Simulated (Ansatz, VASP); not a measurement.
**HRh6 in VASP and in Ansatz**

```
CELL_PARAMETERS angstrom
5.41659 0.00000 0.00000
-2.70829 4.69090 0.00000
0.00000 0.00000 22.29661
ATOMIC_POSITIONS crystal
Rh 0.33333 0.16667 0.17940
Rh 0.33333 0.66667 0.17940
Rh 0.83333 0.16667 0.17940
Rh 0.83333 0.66667 0.17940
Rh 0.16667 0.33333 0.27578
Rh 0.16667 0.83333 0.27578
Rh 0.66667 0.33333 0.27578
Rh 0.66667 0.83333 0.27578
Rh 0.00000 0.00000 0.37210
Rh 0.00000 0.50000 0.37210
Rh 0.50000 0.00000 0.37210
Rh 0.50000 0.50000 0.37210
H 0.20102 0.40204 0.39228
H 0.29898 0.59796 0.39228
```

Alike in both runs: task single point; functional PBE; k mesh 6 × 6 × 1; occupations gaussian, width 0.1 eV; no spin polarisation.

```csv
,VASP,Ansatz
version,VASP 6.6.1,Ansatz 0.2.0
potentials or method,"VASP PAW PBE potentials, release 64 (Rh_pv, H), cutoff 520 eV","scalar-relativistic, plane waves, PAW"
valence electrons in the cell,182,206
```

```tsv
	VASP	Ansatz	Ansatz less VASP
gap on the k mesh at the Fermi level (eV)	none	none	-
rms of the force components (eV/Å)	1.968	1.940	-0.0285
```

Atom by atom the forces differ by 0.030 eV/Å (rms over components). A gap of «none» marks a metal or a gap that the smearing closes. VASP's potentials hold 182 valence electrons a cell and Ansatz's 206, so a difference there can come from the potentials and not from the codes.
